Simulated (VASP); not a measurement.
# CsSnI3 (Pm-3m) in VASP: a series of runs

CsSnI3 is run at these levels: PBE; tasks: single point.

All numbers are computed with VASP 6.6.1; they aren't measurements. Logs are shortened: lines on timing, memory, paths and dates and some standing lists are left out, and cuts for length are marked.

## Step 1: The cell of the first run

The structure is cubic, space group Pm-3m (No. 221). The conventional cell has a = 6.122 Å, b = 6.122 Å, c = 6.122 Å, α = 90.00°, β = 90.00°, γ = 90.00°. Within 5.7 Å of Cs (site symmetry m-3m) lie 12 I at 4.33 Å and 8 Sn at 5.30 Å. Within 4.0 Å of I (site symmetry 4/mmm) lie 2 Sn at 3.06 Å. Sn (site symmetry m-3m) has 6 I at 3.06 Å within 4.0 Å.

## Step 2: Single point, PBE (volume scaled by 0.96)

Input file INCAR:

```
SYSTEM = CsSnI3
PREC = Accurate
ENCUT = 520
EDIFF = 1E-7
ISMEAR = -1
SIGMA = 0.05
LREAL = .False.
LASPH = .True.
NELM = 80
ALGO = Normal
ISIF = 2
LWAVE = .False.
LCHARG = .False.
GGA = PE
NBANDS = 30
```

Input file KPOINTS:

```
regular mesh
0
Gamma
  5 5 5
  0 0 0
```

Input file POSCAR:

```
CsSnI3
1.0
    6.1218289079      0.0000000000      0.0000000000
    0.0000000000      6.1218289079      0.0000000000
    0.0000000000      0.0000000000      6.1218289079
Cs I Sn
1 3 1
Direct
    0.0000000000      0.0000000000      0.0000000000
    0.5000000000      0.5000000000      0.0000000000
    0.5000000000      0.0000000000      0.5000000000
    0.0000000000      0.5000000000      0.5000000000
    0.5000000000      0.5000000000      0.5000000000
```

Potentials or basis: VASP PAW PBE potentials, release 64 (Cs_sv, I, Sn_d).

The run is started by

```sh
> cat potpaw_PBE.64/Cs_sv/POTCAR potpaw_PBE.64/I/POTCAR potpaw_PBE.64/Sn_d/POTCAR > POTCAR
> mpirun -np 1 vasp_std > vasp.out
```

OUTCAR:

```text
SYSTEM = CsSnI3
   PREC = Accurate
   ENCUT = 520
   EDIFF = 1E-7
   ISMEAR = -1
   LREAL = .False.
   LASPH = .True.
   NELM = 80
   ISIF = 2
   GGA = PE

 ion  position               nearest neighbor table
   1  0.000  0.000  0.000-
   2  0.500  0.500  0.000-   5 3.06   5 3.06
   3  0.500  0.000  0.500-   5 3.06   5 3.06
   4  0.000  0.500  0.500-   5 3.06   5 3.06
   5  0.500  0.500  0.500-   2 3.06   3 3.06   4 3.06   2 3.06   3 3.06   4 3.06

  LATTYP: Found a simple cubic cell.
 ALAT       =     6.1218289079

  Lattice vectors:

 A1 = (   6.1218289079,   0.0000000000,   0.0000000000)
 A2 = (   0.0000000000,   6.1218289079,   0.0000000000)
 A3 = (   0.0000000000,   0.0000000000,   6.1218289079)

Analysis of symmetry for initial positions (statically):
=====================================================================
 Subroutine PRICEL returns:
 Original cell was already a primitive cell.

 Routine SETGRP: Setting up the symmetry group for a
 simple cubic supercell.

 Subroutine GETGRP returns: Found 48 space group operations
 (whereof 48 operations were pure point group operations)
 out of a pool of 48 trial point group operations.

The static configuration has the point symmetry O_h .

Analysis of symmetry for dynamics (positions and initial velocities):
=====================================================================
 Subroutine PRICEL returns:
 Original cell was already a primitive cell.

 Routine SETGRP: Setting up the symmetry group for a
 simple cubic supercell.

 Subroutine GETGRP returns: Found 48 space group operations
 (whereof 48 operations were pure point group operations)
 out of a pool of 48 trial point group operations.

The dynamic configuration has the point symmetry O_h .

 Subroutine INISYM returns: Found 48 space group operations
 (whereof 48 operations are pure point group operations),
 and found     1 'primitive' translations

----------------------------------------------------------------------------------------

                                     Primitive cell

  volume of cell :     229.4265

  direct lattice vectors                    reciprocal lattice vectors
     6.121828908  0.000000000  0.000000000     0.163349877  0.000000000  0.000000000
     0.000000000  6.121828908  0.000000000     0.000000000  0.163349877  0.000000000
     0.000000000  0.000000000  6.121828908     0.000000000  0.000000000  0.163349877

  length of vectors
     6.121828908  6.121828908  6.121828908     0.163349877  0.163349877  0.163349877

  position of ions in fractional coordinates (direct lattice)
     0.000000000  0.000000000  0.000000000
     0.500000000  0.500000000  0.000000000
     0.500000000  0.000000000  0.500000000
     0.000000000  0.500000000  0.500000000
     0.500000000  0.500000000  0.500000000

  ion indices of the primitive-cell ions
   primitive index   ion index
                 1           1
                 2           2
                 3           3
                 4           4
                 5           5

----------------------------------------------------------------------------------------

 KPOINTS: regular mesh

Automatic generation of k-mesh.
 Grid dimensions read from file:
 generate k-points for:    5    5    5

 Generating k-lattice:

  Cartesian coordinates                     Fractional coordinates (reciprocal lattice)
     0.032669975  0.000000000  0.000000000     0.200000000  0.000000000  0.000000000
     0.000000000  0.032669975  0.000000000     0.000000000  0.200000000  0.000000000
     0.000000000  0.000000000  0.032669975     0.000000000  0.000000000  0.200000000

  Length of vectors
     0.032669975  0.032669975  0.032669975

  Shift w.r.t. Gamma in fractional coordinates (k-lattice)
     0.000000000  0.000000000  0.000000000

 Subroutine IBZKPT returns following result:
 ===========================================

 Found     10 irreducible k-points:

 Following reciprocal coordinates:
            Coordinates               Weight
  0.000000  0.000000  0.000000      1.000000
  0.200000  0.000000  0.000000      6.000000
  0.400000  0.000000  0.000000      6.000000
  0.200000  0.200000  0.000000     12.000000
  0.400000  0.200000  0.000000     24.000000
  0.400000  0.400000  0.000000     12.000000
  0.200000  0.200000  0.200000      8.000000
  0.400000  0.200000  0.200000     24.000000
  0.400000  0.400000  0.200000     24.000000
  0.400000  0.400000  0.400000      8.000000
   k-points           NKPTS =     10   k-points in BZ     NKDIM =     10   number of bands    NBANDS=     30
   number of dos      NEDOS =    301   number of ions     NIONS =      5
   total plane-waves  NPLWV = 110592
   dimension x,y,z NGX =    48 NGY =   48 NGZ =   48
   dimension x,y,z NGXF=    96 NGYF=   96 NGZF=   96
   ions per type =               1   3   1
   NGX,Y,Z   is equivalent  to a cutoff of  13.04, 13.04, 13.04 a.u.
   NGXF,Y,Z  is equivalent  to a cutoff of  26.07, 26.07, 26.07 a.u.
 SYSTEM =  CsSnI3
   PREC   = accura    normal or accurate (medium, high low for compatibility)
   ISTART =      0    job   : 0-new  1-cont  2-samecut
   ICHARG =      2    charge: 1-file 2-atom 10-const
   ISPIN  =      1    spin polarized calculation?
   LNONCOLLINEAR =      F non collinear calculations
   LSORBIT =      F    spin-orbit coupling
   LASPH  =      T    aspherical Exc in radial PAW
   ENCUT  =  520.0 eV  38.22 Ry    6.18 a.u.  11.38 11.38 11.38*2*pi/ulx,y,z
   NELM   =     80;   NELMIN=  2; NELMDL= -5     # of ELM steps
   EDIFF  = 0.1E-06   stopping-criterion for ELM
   LREAL  =      F    real-space projection
   EDIFFG = 0.1E-05   stopping-criterion for IOM
   NSW    =      0    number of steps for IOM
   IBRION =     -1    ionic relax: 0-MD 1-quasi-New 2-CG
   NFREE  =      0    steps in history (QN), initial steepest desc. (CG)
   ISIF   =      2    stress and relaxation
   ISYM   =      2    0-nonsym 1-usesym 2-fastsym
   POTIM  = 0.5000    time-step for ionic-motion
   TEBEG  =    0.0;   TEEND  =   0.0 temperature during run
   PSTRESS=    0.0 pullay stress
   NELECT =      44.0000    total number of electrons
   NUPDOWN=      -1.0000    fix difference up-down
   EMIN   =  10.00;   EMAX   =-10.00  energy-range for DOS
   EFERMI =   0.00;   METHOD = LEGACY
   ISMEAR =    -1;   SIGMA  =   0.05  broadening in eV -4-tet -1-fermi 0-gaus
   EFERMI_NEDOS =   21; number of points for ismear=-14 and -15
   IALGO  =     38    algorithm
   IMIX   =      4    mixing-type and parameters
     AMIX     =   0.40;   BMIX     =  1.00
     AMIX_MAG =   1.60;   BMIX_MAG =  1.00
  volume/ion in A,a.u.               =      45.89       309.65
  Fermi-wavevector in a.u.,A,eV,Ry     =   0.944085  1.784062 12.126831  0.891297
  Thomas-Fermi vector in A             =   2.071856
   LORBIT       =      0    0 simple, 1 ext, 2 COOP (PROOUT), +10 PAW based schemes
   GGA     = PE    functional components
   LHFCALC =     F    Hartree Fock is set to
   AEXX    =    0.0000 exact exchange contribution
   IVDW    =     0    specifies the selected vdW correction
   LEPSILON=     F    determine dielectric tensor
   LRPA    =     F    only Hartree local field effects (RPA)
 non-spin polarized calculation
  energy-cutoff  :      520.00
  volume of cell :      229.43
 maximum number of plane-waves:      6194
 NGX is ok and might be reduce to    48
   NGX = 23   NGY = 23   NGZ = 23

 number of electron      44.0000015 magnetization

 Free energy of the ion-electron system (eV)
  ---------------------------------------------------
  ext. energy  EPLUGINS =         0.00000000
  ---------------------------------------------------
  free energy    TOTEN  =       -13.99503810 eV

  energy without entropy =      -13.99503809  energy(sigma->0) =      -13.99503810

 E-fermi :   3.2483     XC(G=0):  -7.6943

 val. band max:        2.4131937508   @ k =   0.4000   0.4000   0.4000
 cond. band min:       4.1180314980   @ k =   0.4000   0.4000   0.4000
 fundamental gap:      1.7048377472
 Fermi energy:         3.2482801256

 k-point     1 :       0.0000    0.0000    0.0000
  band No.  band energies     occupation
      1     -19.0935      2.00000
      2     -18.8180      2.00000
      3     -18.8180      2.00000
      4     -18.7916      2.00000
      5     -18.7916      2.00000
      6     -18.7916      2.00000
[... 22 lines left out ...]
     29       8.1938      0.00000
     30       8.1938      0.00000

 k-point     2 :       0.2000    0.0000    0.0000
  band No.  band energies     occupation
      1     -19.0933      2.00000
      2     -18.8180      2.00000
      3     -18.8173      2.00000
      4     -18.7916      2.00000
      5     -18.7916      2.00000
      6     -18.7916      2.00000
[... 22 lines left out ...]
     29       6.9318      0.00000
     30       8.0702      0.00000

 k-point     3 :       0.4000    0.0000    0.0000
  band No.  band energies     occupation
      1     -19.0930      2.00000
      2     -18.8180      2.00000
      3     -18.8161      2.00000
      4     -18.7918      2.00000
      5     -18.7918      2.00000
      6     -18.7916      2.00000
[... 22 lines left out ...]
     29       7.6848      0.00000
     30       7.7566      0.00000

 k-point     4 :       0.2000    0.2000    0.0000
  band No.  band energies     occupation
      1     -19.0931      2.00000
      2     -18.8176      2.00000
      3     -18.8169      2.00000
      4     -18.7917      2.00000
      5     -18.7916      2.00000
      6     -18.7916      2.00000
[... 22 lines left out ...]
     29       7.1001      0.00000
     30       7.5689      0.00000

 k-point     5 :       0.4000    0.2000    0.0000
  band No.  band energies     occupation
      1     -19.0928      2.00000
      2     -18.8175      2.00000
      3     -18.8159      2.00000
      4     -18.7918      2.00000
      5     -18.7918      2.00000
      6     -18.7916      2.00000
[... 22 lines left out ...]
     29       7.6093      0.00000
     30       7.9640      0.00000

 k-point     6 :       0.4000    0.4000    0.0000
  band No.  band energies     occupation
      1     -19.0925      2.00000
      2     -18.8171      2.00000
      3     -18.8152      2.00000
      4     -18.7919      2.00000
      5     -18.7918      2.00000
      6     -18.7918      2.00000
[... 22 lines left out ...]
     29       8.0421      0.00000
     30       8.0833      0.00000

 k-point     7 :       0.2000    0.2000    0.2000
  band No.  band energies     occupation
      1     -19.0929      2.00000
      2     -18.8169      2.00000
      3     -18.8169      2.00000
      4     -18.7917      2.00000
      5     -18.7917      2.00000
      6     -18.7917      2.00000
[... 22 lines left out ...]
     29       7.6173      0.00000
     30       7.7094      0.00000

 k-point     8 :       0.4000    0.2000    0.2000
  band No.  band energies     occupation
      1     -19.0926      2.00000
      2     -18.8169      2.00000
      3     -18.8158      2.00000
      4     -18.7918      2.00000
      5     -18.7918      2.00000
      6     -18.7917      2.00000
[... 22 lines left out ...]
     29       7.9019      0.00000
     30       8.1985      0.00000

 k-point     9 :       0.4000    0.4000    0.2000
  band No.  band energies     occupation
      1     -19.0924      2.00000
      2     -18.8163      2.00000
      3     -18.8152      2.00000
      4     -18.7919      2.00000
      5     -18.7918      2.00000
      6     -18.7918      2.00000
[... 22 lines left out ...]
     29       7.6790      0.00000
     30       8.1061      0.00000

 k-point    10 :       0.4000    0.4000    0.4000
  band No.  band energies     occupation
      1     -19.0921      2.00000
      2     -18.8152      2.00000
      3     -18.8152      2.00000
      4     -18.7919      2.00000
      5     -18.7919      2.00000
      6     -18.7919      2.00000
[... 22 lines left out ...]
     29       7.3168      0.00000
     30       8.3285      0.00000

------------------------ aborting loop because EDIFF is reached ----------------------------------------

  FORCE on cell =-STRESS in cart. coord.  units (eV):
  Direction    XX          YY          ZZ          XY          YZ          ZX
  --------------------------------------------------------------------------------------
  -------------------------------------------------------------------------------------
  Total        1.8793506      1.8793506      1.8793506     -0.0000000      0.0000000      0.0000000
  in kB       13.1242597     13.1242597     13.1242597     -0.0000000      0.0000000      0.0000000
  external PRESSURE =      13.1242597 kB  Pullay stress =       0.0000000 kB

 VOLUME and BASIS-vectors are now :
 -----------------------------------------------------------------------------
  energy-cutoff  :      520.00
  volume of cell :      229.43
      direct lattice vectors                 reciprocal lattice vectors
     6.121828908  0.000000000  0.000000000     0.163349877  0.000000000  0.000000000
     0.000000000  6.121828908  0.000000000     0.000000000  0.163349877  0.000000000
     0.000000000  0.000000000  6.121828908     0.000000000  0.000000000  0.163349877

 POSITION                                       TOTAL-FORCE (eV/Angst)
 -----------------------------------------------------------------------------------
      0.00000      0.00000      0.00000         0.000000      0.000000      0.000000
      3.06091      3.06091      0.00000         0.000000      0.000000      0.000000
      3.06091      0.00000      3.06091         0.000000      0.000000      0.000000
      0.00000      3.06091      3.06091         0.000000      0.000000      0.000000
      3.06091      3.06091      3.06091         0.000000      0.000000      0.000000
 -----------------------------------------------------------------------------------
    total drift:                                0.000000     -0.000000     -0.000000

  FREE ENERGIE OF THE ION-ELECTRON SYSTEM (eV)
  ---------------------------------------------------
  free  energy   TOTEN  =       -13.9950381026 eV

  energy  without entropy=      -13.9950380896  energy(sigma->0) =      -13.99503810
```

Wall time 72 s (1 thread of Intel Xeon Platinum 8259CL at 2.50GHz (Skylake/Cascade Lake), shared host); peak memory 0.36 GiB.

What came out:

- Free energy: -13.9950 eV
- Pressure: 1.3 GPa
- Band gap on the k mesh: 1.70 eV, direct

Levels at points of the mesh, in eV from the valence-band top:
```csv
k point,band 18,band 19,band 20,band 21,band 22,band 23,band 24,band 25,band 26,band 27
"(0.00, 0.00, 0.00)",-1.63,-1.63,-1.44,-1.44,-1.44,2.98,3.82,3.82,4.15,4.15
```

Caveat: spin-orbit coupling is left out, which moves the levels of the heavy elements. A k mesh can miss the band edges.

## Step 3: Single point, PBE (volume scaled by 0.98)

Input file INCAR:

```
SYSTEM = CsSnI3
  PREC = Accurate
  ENCUT = 520
  EDIFF = 1E-7
  ISMEAR = -1
  SIGMA = 0.05
  LREAL = .FALSE.
  LASPH = .TRUE.
  NELM = 80
  ALGO = Normal
  ISIF = 2
  LWAVE = .FALSE.
  LCHARG = .FALSE.
  GGA = PE
  NBANDS = 30
```

Input file KPOINTS:

```
Automatic mesh
0
G
  5 5 5
  0 0 0
```

POSCAR: that of step 2 with these lines changed.

```diff
@@ -2,5 +2,5 @@
 1.0
-    6.1218289079      0.0000000000      0.0000000000
-    0.0000000000      6.1218289079      0.0000000000
-    0.0000000000      0.0000000000      6.1218289079
+    6.1640497518      0.0000000000      0.0000000000
+    0.0000000000      6.1640497518      0.0000000000
+    0.0000000000      0.0000000000      6.1640497518
 Cs I Sn
```

Potentials or basis: VASP PAW PBE potentials, release 64 (Cs_sv, I, Sn_d).

The run is started by

```sh
> cat potpaw_PBE.64/Cs_sv/POTCAR potpaw_PBE.64/I/POTCAR potpaw_PBE.64/Sn_d/POTCAR > POTCAR
> mpirun -np 1 vasp_std > vasp.out
```

It took 77 s on 1 thread of Intel Xeon Platinum 8259CL at 2.50GHz (Skylake/Cascade Lake), shared host; peak memory 0.35 GiB.

The run converged. Its results:

```
Free energy            : -14.0282 eV
Pressure               : 0.9 GPa
Band gap on the k mesh : 1.73 eV, direct
```

Levels at points of the mesh, in eV from the valence-band top:
| k point | band 20 | band 21 | band 22 | band 23 | band 24 | band 25 |
| --- | --- | --- | --- | --- | --- | --- |
| (0.00, 0.00, 0.00) | -1.37 | -1.37 | -1.37 | 3.02 | 3.90 | 3.90 |

Caveat: spin-orbit coupling is left out, which moves the levels of the heavy elements. A k mesh can miss the band edges.

(Part 1 of 2 ends here.)
